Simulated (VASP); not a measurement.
Here is a VASP 6.6.1 calculation.

The input INCAR:

```
SYSTEM = Sm2B2Rh
PREC = Accurate
ENCUT = 500
EDIFF = 1E-6
ISMEAR = 0
SIGMA = 0.1
LREAL = .FALSE.
LASPH = .TRUE.
NELM = 200
ALGO = Normal
ISIF = 2
LWAVE = .FALSE.
LCHARG = .FALSE.
GGA = PE
NBANDS = 30
GGA_COMPAT = .FALSE.
LMAXMIX = 6
```

Contents of KPOINTS:

```
Automatic mesh
0
G
  12 12 6
  0 0 0
```

Contents of POSCAR:

```
Sm2B2Rh
1.0
    3.6882575496      0.0000000000      0.0000000000
   -1.8441287748      3.1941247337      0.0000000000
    0.0000000000      0.0000000000      7.9990244218
Sm B Rh
2 2 1
Direct
    0.3333333333      0.6666666667      0.2821827214
    0.6666666667      0.3333333333      0.7178172786
    0.3333333333      0.6666666667      0.9248744719
    0.6666666667      0.3333333333      0.0751255281
    0.0000000000      0.0000000000      0.0000000000
```

Potentials or basis: VASP PAW PBE potentials, release 64 (Sm_3, B, Rh_pv), 4f in core.

Launch:

```console
$ cat potpaw_PBE.64/Sm_3/POTCAR potpaw_PBE.64/B/POTCAR potpaw_PBE.64/Rh_pv/POTCAR > POTCAR
$ mpirun -np 1 vasp_std > vasp.out
```

(1) Estimate the band gap on the k mesh.

(2) What does it give for the largest force?

(3) Estimate the pressure.

## Answers

(1) zero (an odd number of electrons rules out a gap without spin polarisation).

(2) 0.042 eV/Å.

(3) 0.4 GPa.

Caveat: spin-orbit coupling is left out, which moves the levels of the heavy elements; the 4f electrons are frozen in the core, so they carry no moment and show no levels.
